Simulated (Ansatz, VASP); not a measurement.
## One calculation of Be3CdF, two programs

The input INCAR:

```
SYSTEM = Be3CdF
PREC     = Accurate       ! precision mode
ENCUT    = 520            ! plane-wave cutoff, eV
EDIFF    = 1E-6           ! SCF threshold, eV
ISMEAR   = 0              ! smearing method
SIGMA    = 0.1            ! smearing width, eV
LREAL    = .FALSE.        ! projectors in reciprocal space
LASPH    = .TRUE.         ! aspherical terms in the spheres
NELM     = 60             ! most SCF steps
ALGO     = Normal         ! electronic algorithm
ISIF     = 2              ! what is computed and relaxed
LWAVE    = .FALSE.        ! write WAVECAR
LCHARG   = .TRUE.         ! write CHGCAR
GGA      = PE             ! functional
LELF     = .TRUE.         ! ELF
LVHAR    = .TRUE.       
NBANDS   = 20             ! bands
```

The input KPOINTS:

```
Automatic mesh
0
G
  6 6 4
  0 0 0
```

File POSCAR:

```
Be3CdF
1.0
    2.8814080900      0.0000000000      0.0000000000
    0.0000000000      2.8814080900      0.0000000000
    0.0000000000      0.0000000000      7.0607612000
Be Cd F
3 1 1
Direct
    0.5000000000      0.5000000000      0.6696568300
    0.5000000000      0.5000000000      0.3303431700
    0.0000000000      0.0000000000      0.0000000000
    0.0000000000      0.0000000000      0.5000000000
    0.5000000000      0.5000000000      0.5000000000
```

Input for Ansatz:

```yaml
crystal:
  lattice:
    - [2.88140809, 0.0, 0.0]
    - [0.0, 2.88140809, 0.0]
    - [0.0, 0.0, 7.0607612]
  atoms:
    - { symbol: Be, position: [0.5, 0.5, 0.66965683] }
    - { symbol: Be, position: [0.5, 0.5, 0.33034317] }
    - { symbol: Be, position: [0.0, 0.0, 0.0] }
    - { symbol: Cd, position: [0.0, 0.0, 0.5] }
    - { symbol: F, position: [0.5, 0.5, 0.5] }
basis:
  ecutwfc: 420
kpoints:
  mp_grid: { grid: [6, 6, 4] }
hamiltonian:
  xc: pbe
scf:
  occupations: { method: gaussian, width: 0.1 }
  lower_state_search: "off"
output:
  forces: true
  stress: true
  eigenvalues: true
```

Alike in both runs: task single point; functional PBE; k mesh 6 × 6 × 4; occupations gaussian, width 0.1 eV; no spin polarisation.

|  | VASP | Ansatz |
| --- | --- | --- |
| version | VASP 6.6.1 | Ansatz 0.2.0 |
| potentials or method | VASP PAW PBE potentials, release 64 (Be, Cd, F), cutoff 520 eV | scalar-relativistic, plane waves, PAW |
| valence electrons in the cell | 25 | 33 |

Ansatz gave:

```
gap on the k mesh at the Fermi level (eV) : none
rms of the force components (eV/Å)        : 7.010
```

Q: Estimate VASP's values.

A: gap on the k mesh at the Fermi level (eV): none; rms of the force components (eV/Å): 6.840.

Atom by atom the forces differ by 0.170 eV/Å (rms over components). A gap of «none» marks a metal or a gap that the smearing closes. With one functional, cell and mesh, what is left measures potentials, basis and numerics. VASP's potentials hold 25 valence electrons a cell and Ansatz's 33, so a difference there can come from the potentials and not from the codes.

The k mesh is coarse, so the values compare programs but aren't converged.
